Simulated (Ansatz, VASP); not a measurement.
**Two plane-wave programs on VN2**

```xyz
6
Lattice="-2.2855 2.2855 2.6475 2.2855 -2.2855 2.6475 2.2855 2.2855 -2.6475" Properties=species:S:1:pos:R:3 pbc="T T T"
V     0.0000    0.0000    1.3237
V     0.0000    0.0000    3.9712
N     2.8116    0.5261    0.0000
N     1.7594    0.5261    2.6475
N    -0.5261    1.7594    2.6475
N     0.5261    1.7594    0.0000
```

Alike in both runs: task single point; functional PBE; k mesh 12 × 12 × 12; occupations gaussian, width 0.1 eV; collinear spin.

```csv
,VASP,Ansatz
version,VASP 6.6.1,Ansatz 0.2.0
potentials or method,"VASP PAW PBE potentials, release 64 (V_sv, N), cutoff 520 eV","scalar-relativistic, plane waves, PAW"
valence electrons in the cell,46,46
```

|  | VASP | Ansatz | Ansatz less VASP |
| --- | --- | --- | --- |
| gap on the k mesh at the Fermi level (eV) | none | none | - |
| rms of the force components (eV/Å) | 0.615 | 0.631 | +0.0161 |
| net moment per atom (μB) | 0.02 | 0.00 | -0.015 |
| size of the moment on the site where the two differ most (μB) | 0.05 | 0.00 | -0.052 |

Site moments also hang on the region over which each program counts them. Atom by atom the forces differ by 0.016 eV/Å (rms over components). A gap of «none» marks a metal or a gap that the smearing closes. Ansatz's warnings: seeded moment not kept.
